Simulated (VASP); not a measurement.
Set up this calculation in VASP 6.6.1, as the native input.

- Task: single point
- Functional: PBEsol
- Potentials or basis: VASP PAW PBE potentials, release 64 (Al, Cu)
- Cutoff: 520 eV
- k mesh: 14 × 14 × 14
- Occupations: gaussian, width 0.15 eV
- Spin: no spin polarisation
- Dipole correction: no
- Further INCAR settings: ALGO = Fast; EDIFF = 1e-07; NBANDS = 26

The structure of AlCu3 lies in POSCAR:

```
AlCu3
1.0
    3.6318704092      0.0000000000      0.0000000000
    0.0000000000      3.6318704092      0.0000000000
    0.0000000000      0.0000000000      3.6318704092
Al Cu
1 3
Direct
   -0.0108971292      0.0000000000      0.0000000000
    0.4940532459      0.5000000000      0.0000000000
    0.4940532459      0.0000000000      0.5000000000
    0.0165204132      0.5000000000      0.5000000000
```

This cell differs from its parent crystal: atoms displaced along a vibrational mode.

One way to write it, as run:

INCAR

```
PREC = Accurate
ENCUT = 520
EDIFF = 1E-7
ISMEAR = 0
SIGMA = 0.15
LREAL = F
LASPH = T
NELM = 60
ALGO = Fast
ISIF = 2
LWAVE = F
LCHARG = F
GGA = PS
NBANDS = 26
```

KPOINTS

```
regular mesh
0
Gamma
  14 14 14
```

Potentials or basis: VASP PAW PBE potentials, release 64 (Al, Cu).

Run with:

```console
$ cat potpaw_PBE.64/Al/POTCAR potpaw_PBE.64/Cu/POTCAR > POTCAR
$ mpirun -np 1 vasp_std > vasp.out
```

Results of the run:

```yaml
Pressure: 0.9 GPa
Largest_force: 0.555 eV/Å
Band_gap_on_the_k_mesh: zero (bands 18 and 19 overlap by 5.61 eV)
```

Caveat: the cell differs from its parent crystal (atoms displaced along a vibrational mode); the PAW data sets were made with another functional, which shifts forces and pressure a little.

Wall time 12 min on 1 thread of AMD EPYC 7R13 (shared host), peak memory 0.39 GiB.
